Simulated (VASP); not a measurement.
InPd, 2 atoms in the cell. It takes space group Fm-3m (No. 225, cubic). Conventional cell: a = 5.418 Å, b = 5.418 Å, c = 5.418 Å, α = 90.00°, β = 90.00°, γ = 90.00°. Within 3.6 Å of In (site symmetry m-3m) lie 6 Pd at 2.71 Å. Pd (site symmetry m-3m) has 6 In at 2.71 Å within 3.6 Å. 

```yaml
Program: VASP 6.6.1
Task: single point
Functional: PBE
Potentials_or_basis: VASP PAW PBE potentials, release 64 (In_d, Pd)
Cutoff: 520 eV
k_mesh: 8 × 8 × 8
Occupations: fermi-dirac, width 0.05 eV
Spin: no spin polarisation
Dipole_correction: no
Further_INCAR_settings: ALGO = Normal; EDIFF = 1e-07; NBANDS = 18
```

Potentials or basis: VASP PAW PBE potentials, release 64 (In_d, Pd).

Command:

```console
$ cat potpaw_PBE.64/In_d/POTCAR potpaw_PBE.64/Pd/POTCAR > POTCAR
$ mpirun -np 1 vasp_std > vasp.out
```

Hardware: 1 thread of Intel(R) Xeon(R) 6975P-C (Granite Rapids), on a shared host.

Estimate the wall time of this run.

It took 10 s on 1 thread of Intel(R) Xeon(R) 6975P-C (Granite Rapids), with other jobs on the host, peak memory 0.16 GiB. Counts: scf iterations 14, k points 29.
